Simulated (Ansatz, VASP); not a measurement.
AgCl in VASP and in Ansatz

Contents of INCAR:

```
PREC = Accurate
ENCUT = 630
EDIFF = 1E-6
ISMEAR = -1
SIGMA = 0.02
LREAL = F
LASPH = T
NELM = 120
ALGO = Normal
ISIF = 2
LWAVE = F
LCHARG = F
GGA = PE
NBANDS = 20
GGA_COMPAT = F
```

Contents of KPOINTS:

```
regular mesh
0
Gamma
  8 8 8
```

The input POSCAR:

```
AgCl
1.0
    3.3984424694      0.0147389856      0.0147389856
    0.0147389856      3.3984424694      0.0147389856
    0.0147389856      0.0147389856      3.3984424694
Ag Cl
1 1
Direct
    0.0000000000      0.0000000000      0.0000000000
    0.5000000000      0.5000000000      0.5000000000
```

Input for Ansatz:

```yaml
crystal:
  lattice:
    - [3.3984424694, 0.0147389856, 0.0147389856]
    - [0.0147389856, 3.3984424694, 0.0147389856]
    - [0.0147389856, 0.0147389856, 3.3984424694]
  atoms:
    - { symbol: Ag, position: [0.0, 0.0, 0.0] }
    - { symbol: Cl, position: [0.5, 0.5, 0.5] }
kpoints:
  mp_grid: { grid: [8, 8, 8] }
  band_path:
    path: [[0.0, 0.0, 0.0], [0.0, 0.5, 0.0], [0.5, 0.5, 0.0], [0.5, 0.5, 0.5]]
    npoints: 1
hamiltonian:
  xc: pbe
scf:
  occupations: { method: fermi_dirac, width: 0.02 }
  n_extra_bands: 4
output:
  forces: true
  stress: true
  eigenvalues: true
```

Change from the starting cell: epitaxial_111 strain -0.3%.

Alike in both runs: task single point; functional PBE; k mesh 8 × 8 × 8; occupations fermi-dirac, width 0.02 eV; no spin polarisation.

|  | VASP | Ansatz |
| --- | --- | --- |
| version | VASP 6.6.1 | Ansatz 0.2.0 |
| potentials or method | VASP PAW PBE potentials, release 64 (Ag_sv_GW, Cl) | plane waves, PAW |
| plane-wave cutoff (eV) | 630 | 420 |
| valence electrons in the cell | 26 | 26 |

|  | VASP | Ansatz | Ansatz less VASP |
| --- | --- | --- | --- |
| pressure (GPa) | 1.3 | 1.5 | +0.13 |
| traceless stress, the component that is largest in VASP (GPa) | 0.10 | 0.10 | -0.001 |
